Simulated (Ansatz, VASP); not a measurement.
Pt in VASP and in Ansatz

```
Pt
1.0
     2.56895    0.00000    0.00000
     0.00000    2.56895    0.00000
     0.00000    0.00000    2.56895
Pt
1
Direct
  0.00000 0.00000 0.00000
```

Alike in both runs: task single point; functional r2SCAN; k mesh 14 × 14 × 14; occupations fermi-dirac, width 0.1 eV; no spin polarisation.

|  | VASP | Ansatz |
| --- | --- | --- |
| version | VASP 6.6.1 | Ansatz 0.2.0 |
| potentials or method | VASP PAW PBE potentials, release 64 (Pt), cutoff 550 eV | plane waves (500 eV) with PAW, scalar-relativistic |
| valence electrons in the cell | 10 | 18 |

VASP gave:

```
pressure (GPa) : 10.1
```

Question: What did Ansatz give for the same quantities?

Answer: Pressure (GPa): 9.5.

VASP's potentials were made for PBE, not for r2SCAN. With one functional, cell and mesh, what is left measures potentials, basis and numerics. VASP's potentials hold 10 valence electrons a cell and Ansatz's 18, so a difference there can come from the potentials and not from the codes.

Neither program's run includes spin-orbit coupling.
